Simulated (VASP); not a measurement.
**Ti: single point with r2SCAN**

The system is Ti.

```
Ti
1.0
     4.60000    0.00000    0.00000
    -2.30000    3.98372    0.00000
     0.00000    0.00000    2.82000
Ti
3
Direct
  0.00000 0.00000 0.00000
  0.33333 0.66667 0.50000
  0.66667 0.33333 0.50000
```

This isn't the form of Ti at room conditions, which is hcp.

* Program: VASP 6.6.1
* Task: single point
* Functional: r2SCAN
* Potentials or basis: VASP PAW PBE potentials, release 64 (Ti_sv)
* Cutoff: 520 eV
* k mesh: 9 × 9 × 12
* Occupations: methfessel-paxton, width 0.1 eV
* Spin: no spin polarisation
* Dipole correction: no
* Further INCAR settings: ALGO = Normal; EDIFF = 1e-06; NBANDS = 25

```yaml
Pressure: -1.0 GPa
Band_gap_on_the_k_mesh: zero (bands 18 and 19 overlap by 0.16 eV)
```

Stress tensor (GPa, compression positive):
```
-1.49  0.00  0.00
 0.00 -1.49  0.00
 0.00  0.00  0.03
```

Levels at points of the mesh, in eV from the Fermi level:
```
           k point  band 14  band 15  band 16  band 17  band 18  band 19  band 20  band 21  band 22  band 23
(0.00, 0.00, 0.00)    -2.00    -0.81    -0.81    -0.79    -0.79    -0.04     0.75     1.41     1.41     1.97
(0.00, 0.00, 0.50)    -2.17    -2.17    -1.95    -1.76    -1.76     1.09     1.09     1.38     1.38     3.13
```

Run time: 3.8 min on 1 thread of Intel(R) Xeon(R) Platinum 8488C (Sapphire Rapids), on a shared host, peak memory 0.23 GiB.

Caveat: the PAW data sets were made with another functional, which shifts forces and pressure a little.
